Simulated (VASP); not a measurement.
# KBr (Fm-3m) in VASP: notebook, part 2 of 2

VASP 6.6.1.

### Step 3. Single point, PBE-based screened hybrid with 15 % exact exchange

POSCAR reads:

```
KBr
1.0
    0.0000000000      3.3022478341      3.3022478341
    3.3022478341      0.0000000000      3.3022478341
    3.3022478341      3.3022478341      0.0000000000
K Br
1 1
Direct
    0.0000000000      0.0000000000      0.0000000000
    0.5000000000      0.5000000000      0.5000000000
```

INCAR.step1 reads:

```
SYSTEM = KBr
PREC = Accurate
ENCUT = 520
EDIFF = 1E-5
ISMEAR = 0
SIGMA = 0.01
LREAL = .False.
LASPH = .True.
NELM = 80
ALGO = Normal
ISIF = 2
LWAVE = .True.
LCHARG = .False.
NBANDS = 15
GGA = PE
```

INCAR.step2 reads:

```
SYSTEM = KBr
PREC = Accurate
ENCUT = 520
EDIFF = 1E-7
ISMEAR = 0
SIGMA = 0.01
LREAL = .False.
LASPH = .True.
NELM = 80
ALGO = Normal
ISIF = 2
LWAVE = .False.
LCHARG = .False.
GGA = PE
LHFCALC = .True.
AEXX = 0.15
HFSCREEN = 0.2078
PRECFOCK = Normal
NBANDS = 15
ISTART = 1
```

KPOINTS reads:

```
regular mesh
0
Gamma
  4 4 4
  0 0 0
```

Potentials or basis: VASP PAW PBE potentials, release 64 (K_sv, Br).

Launch:

```console
$ cat potpaw_PBE.64/K_sv/POTCAR potpaw_PBE.64/Br/POTCAR > POTCAR
$ cp INCAR.step1 INCAR
$ mpirun -np 1 vasp_std > vasp.out
$ cp INCAR.step2 INCAR
$ mpirun -np 1 vasp_std > vasp.out
```

OUTCAR:

```text
SYSTEM = KBr
   PREC = Accurate
   ENCUT = 520
   EDIFF = 1E-7
   ISMEAR = 0
   LREAL = .False.
   LASPH = .True.
   NELM = 80
   ISIF = 2
   GGA = PE
   LHFCALC = .True.
   AEXX = 0.15
   HFSCREEN = 0.2078
   PRECFOCK = Normal
   ISTART = 1

 ion  position               nearest neighbor table
   1  0.000  0.000  0.000-   2 3.30   2 3.30   2 3.30   2 3.30   2 3.30   2 3.30
   2  0.500  0.500  0.500-   1 3.30   1 3.30   1 3.30   1 3.30   1 3.30   1 3.30

  LATTYP: Found a face centered cubic cell.
 ALAT       =     6.6044956682

  Lattice vectors:

 A1 = (   0.0000000000,   3.3022478341,   3.3022478341)
 A2 = (   3.3022478341,   0.0000000000,   3.3022478341)
 A3 = (   3.3022478341,   3.3022478341,   0.0000000000)

Analysis of symmetry for initial positions (statically):
=====================================================================
 Subroutine PRICEL returns:
 Original cell was already a primitive cell.

 Routine SETGRP: Setting up the symmetry group for a
 face centered cubic supercell.

 Subroutine GETGRP returns: Found 48 space group operations
 (whereof 48 operations were pure point group operations)
[... 169 lines left out ...]
      5     -14.0345      2.00000
      6      -2.2677      2.00000
      7      -2.2677      2.00000
      8      -2.2677      2.00000
      9       2.8542      0.00000
     10       6.1533      0.00000
     11       6.1533      0.00000
     12       6.1533      0.00000
     13       7.0515      0.00000
     14       7.0515      0.00000
[... 113 lines left out ...]
      2     -15.1687      2.00000
      3     -14.0981      2.00000
      4     -14.0981      2.00000
      5     -13.9363      2.00000
      6      -2.8754      2.00000
      7      -2.8754      2.00000
      8      -2.8165      2.00000
      9       5.8755      0.00000
     10       5.8755      0.00000
     11       6.7832      0.00000
     12       7.6368      0.00000
     13       9.2995      0.00000
     14       9.5952      0.00000
     15       9.8082      0.00000

------------------------ aborting loop because EDIFF is reached ----------------------------------------

  FORCE on cell =-STRESS in cart. coord.  units (eV):
  Direction    XX          YY          ZZ          XY          YZ          ZX
  --------------------------------------------------------------------------------------
  -------------------------------------------------------------------------------------
  Total        0.2536019      0.2536019      0.2536019      0.0000000      0.0000000     -0.0000000
  in kB        5.6416234      5.6416234      5.6416234      0.0000000      0.0000000     -0.0000000
  external PRESSURE =       5.6416234 kB  Pullay stress =       0.0000000 kB

 VOLUME and BASIS-vectors are now :
 -----------------------------------------------------------------------------
  energy-cutoff  :      520.00
  volume of cell :       72.02
      direct lattice vectors                 reciprocal lattice vectors
     0.000000000  3.302247834  3.302247834    -0.151412015  0.151412015  0.151412015
     3.302247834  0.000000000  3.302247834     0.151412015 -0.151412015  0.151412015
     3.302247834  3.302247834  0.000000000     0.151412015  0.151412015 -0.151412015

 POSITION                                       TOTAL-FORCE (eV/Angst)
 -----------------------------------------------------------------------------------
      0.00000      0.00000      0.00000        -0.000000     -0.000000      0.000000
      3.30225      3.30225      3.30225         0.000000      0.000000     -0.000000
 -----------------------------------------------------------------------------------
    total drift:                                0.000000      0.000000      0.000000

  FREE ENERGIE OF THE ION-ELECTRON SYSTEM (eV)
  ---------------------------------------------------
  free  energy   TOTEN  =        -6.7824005805 eV

  energy  without entropy=       -6.7824005805  energy(sigma->0) =       -6.78240058
```

OSZICAR.step1:

```text
N       E                     dE             d eps       ncg     rms          rms(c)
DAV:   1     0.106485668779E+03    0.10649E+03   -0.69313E+03   240   0.945E+02
DAV:   2     0.110116502146E+01   -0.10538E+03   -0.97177E+02   317   0.238E+02
DAV:   3    -0.605573620544E+01   -0.71569E+01   -0.71098E+01   318   0.541E+01
DAV:   4    -0.638598515151E+01   -0.33025E+00   -0.33012E+00   382   0.974E+00
DAV:   5    -0.638868415524E+01   -0.26990E-02   -0.26990E-02   311   0.101E+00    0.310E+00
DAV:   6    -0.621651974545E+01    0.17216E+00   -0.21966E-01   289   0.224E+00    0.226E+00
DAV:   7    -0.620530875478E+01    0.11211E-01   -0.10699E-01   324   0.175E+00    0.103E+00
DAV:   8    -0.621429359777E+01   -0.89848E-02   -0.11485E-02   263   0.791E-01    0.120E-01
DAV:   9    -0.621503322725E+01   -0.73963E-03   -0.73708E-04   303   0.163E-01    0.762E-02
DAV:  10    -0.621533889998E+01   -0.30567E-03   -0.31277E-04   247   0.101E-01    0.125E-02
DAV:  11    -0.621535507477E+01   -0.16175E-04   -0.26487E-05   297   0.285E-02    0.573E-03
DAV:  12    -0.621535673581E+01   -0.16610E-05   -0.40844E-06   183   0.132E-02
   1 F= -.62153567E+01 E0= -.62153567E+01  d E =-.110637E-16
```

It took 17 min on 1 thread of Intel Xeon 8259CL, shared host; peak memory 0.32 GiB.

Results:

```yaml
Free_energy: -6.7824 eV
Pressure: 0.6 GPa
Band_gap_on_the_k_mesh: 5.12 eV
```

Caveat: the PAW data sets were made with another functional, which shifts forces and pressure a little.
